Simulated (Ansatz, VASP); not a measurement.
**FeO in VASP and in Ansatz**

INCAR

```
SYSTEM = FeO
PREC     = Accurate       ! precision mode
ENCUT    = 600            ! plane-wave cutoff, eV
EDIFF    = 1E-6           ! SCF threshold, eV
ISMEAR   = -1             ! smearing method
SIGMA    = 0.05           ! smearing width, eV
LREAL    = .False.        ! projectors in reciprocal space
LASPH    = .True.         ! aspherical terms in the spheres
NELM     = 200            ! most SCF steps
ALGO     = Normal         ! electronic algorithm
ISIF     = 2              ! what is computed and relaxed
LWAVE    = .False.        ! write WAVECAR
LCHARG   = .True.         ! write CHGCAR
ISPIN    = 2              ! spin polarisation
MAGMOM   = 3 0            ! initial moments
LORBIT   = 11             ! projections on sites
LMAXMIX  = 4              ! l up to which the mixer works
GGA      = PS             ! functional
LELF     = .True.         ! ELF
LVHAR    = .True.       
NBANDS   = 22             ! bands
GGA_COMPAT= .False.
```

The input KPOINTS:

```
Automatic mesh
0
Gamma
  11 11 11
  0 0 0
```

File POSCAR:

```
FeO
1.0
    0.0000000000      2.1554000000      2.1554000000
    2.1554000000      0.0000000000      2.1554000000
    2.1554000000      2.1554000000      0.0000000000
Fe O
1 1
Direct
    0.0000000000      0.0000000000      0.0000000000
    0.5000000000      0.5000000000      0.5000000000
```

Contents of input.yaml:

```yaml
crystal:
  lattice:
    - [0.0, 2.1554, 2.1554]
    - [2.1554, 0.0, 2.1554]
    - [2.1554, 2.1554, 0.0]
  atoms:
    - { symbol: Fe, position: [0.0, 0.0, 0.0], spin: 3.0 }
    - { symbol: O, position: [0.5, 0.5, 0.5] }
hamiltonian:
  xc: pbesol
  pseudopotentials: { kind: paw }
magnetization:
  spin_polarized: true
kpoints:
  mp_grid: { grid: [11, 11, 11] }
scf:
  occupations: { method: fermi_dirac, width: 0.05 }
output:
  forces: true
  stress: true
  eigenvalues: true
  write_density: true
  write_potential: true
  elf: true
  volumetric_format: npy
```

Alike in both runs: task single point; functional PBEsol; k mesh 11 × 11 × 11; occupations fermi-dirac, width 0.05 eV; collinear spin.

|  | VASP | Ansatz |
| --- | --- | --- |
| version | VASP 6.6.1 | Ansatz 0.2.0 |
| potentials or method | VASP PAW PBE potentials, release 64 (Fe_sv, O) | Ansatz PAW |
| plane-wave cutoff (eV) | 600 | 420 |
| valence electrons in the cell | 22 | 22 |

Ansatz gave:

* gap on the k mesh at the Fermi level (eV): none
* pressure (GPa): -8.5
* net moment per atom (μB): 2.00
* size of the moment on the site where the two differ most (μB): 0.33

Problem. Estimate VASP's values.

Solution. gap on the k mesh at the Fermi level (eV): none; pressure (GPa): -10.8; net moment per atom (μB): 2.00; size of the moment on the site where the two differ most (μB): 0.30.

VASP's potentials were made for PBE, not for PBEsol. Site moments also hang on the region over which each program counts them. A gap of «none» marks a metal or a gap that the smearing closes.
